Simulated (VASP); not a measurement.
Input of a VASP 6.6.1 run:

The input INCAR:

```
  PREC = Accurate
  ENCUT = 520
  EDIFF = 1E-6
  ISMEAR = 0
  SIGMA = 0.1
  LREAL = F
  LASPH = T
  NELM = 100
  ALGO = Normal
  ISIF = 2
  LWAVE = F
  LCHARG = T
  GGA = PE
  LELF = T
  LVHAR = T
  NBANDS = 16
```

KPOINTS

```
Automatic mesh
0
Gamma
  6 6 4
```

Contents of POSCAR:

```
B
1.0
    2.4741264900      0.0000000000      0.0000000000
   -1.2370632500      2.1426563900      0.0000000000
    0.0000000000      0.0000000000      6.9036879000
B
5
Direct
    0.3333333300      0.6666666700      0.6000000000
    0.6666666700      0.3333333300      0.8000000000
    0.0000000000      0.0000000000      0.0000000000
    0.3333333300      0.6666666700      0.2000000000
    0.6666666700      0.3333333300      0.4000000000
```

Potentials or basis: VASP PAW PBE potentials, release 64 (B).

Launch:

```sh
$ cat potpaw_PBE.64/B/POTCAR > POTCAR
$ mpirun -np 1 vasp_std > vasp.out
```

Estimate the pressure.

-21.9 GPa.

What does it give for the band gap on the k mesh?

Zero (an odd number of electrons rules out a gap without spin polarisation).

What does it give for the largest force?

0.387 eV/Å.

Stress tensor (GPa, compression positive):
```
-18.57   0.00   0.00
  0.00 -18.57   0.00
  0.00   0.00 -28.65
```

Caveat: the k points lie up to 0.49 Å⁻¹ apart, too coarse for converged energies and pressures of a metal.
